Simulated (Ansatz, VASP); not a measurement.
Rh in VASP and in Ansatz

The input INCAR:

```
ALGO = Normal
EDIFF = 1E-6
ENCUT = 520
GGA = PE
ISIF = 2
ISMEAR = -1
LASPH = T
LCHARG = F
LREAL = F
LWAVE = F
NBANDS = 14
NELM = 80
PREC = Accurate
SIGMA = 0.08
```

KPOINTS

```
k-points
0
Gamma
  16 16 16
```

POSCAR

```
Rh
1.0
    0.0000000000      1.9265732643      1.9265732643
    1.9265732643      0.0000000000      1.9265732643
    1.9265732643      1.9265732643      0.0000000000
Rh
1
Direct
    0.0000000000      0.0000000000      0.0000000000
```

Input for Ansatz:

```yaml
crystal:
  lattice:
    - [0.0, 1.9265732643, 1.9265732643]
    - [1.9265732643, 0.0, 1.9265732643]
    - [1.9265732643, 1.9265732643, 0.0]
  atoms:
    - { symbol: Rh, position: [0.0, 0.0, 0.0] }
kpoints:
  mp_grid: { grid: [16, 16, 16] }
  band_path:
    path:
      - [0.0, 0.0, 0.0]
      - [0.5, 0.0, 0.5]
      - [0.625, 0.25, 0.625]
      - [0.375, 0.375, 0.75]
      - [0.0, 0.0, 0.0]
      - [0.5, 0.5, 0.5]
      - [0.5, 0.25, 0.75]
      - [0.5, 0.0, 0.5]
    npoints: 5
scf:
  occupations: { method: fermi_dirac, width: 0.08 }
hamiltonian:
  xc: pbe
  pseudopotentials: { kind: all_electron, lapw: { basis_error: 0.001 } }
output:
  forces: true
  stress: true
  eigenvalues: true
```

Change from the starting cell: volume scaled by 1.04.

Alike in both runs: task single point; functional PBE; k mesh 16 × 16 × 16; occupations fermi-dirac, width 0.08 eV; no spin polarisation.

|  | VASP | Ansatz |
| --- | --- | --- |
| version | VASP 6.6.1 | Ansatz 0.2.0 |
| potentials or method | VASP PAW PBE potentials, release 64 (Rh_pv), cutoff 520 eV | all-electron LAPW, scalar-relativistic |

|  | VASP | Ansatz | Ansatz less VASP |
| --- | --- | --- | --- |
| pressure (GPa) | -4.1 | -4.2 | -0.07 |

Ansatz ran all-electron here, and VASP with PAW potentials.
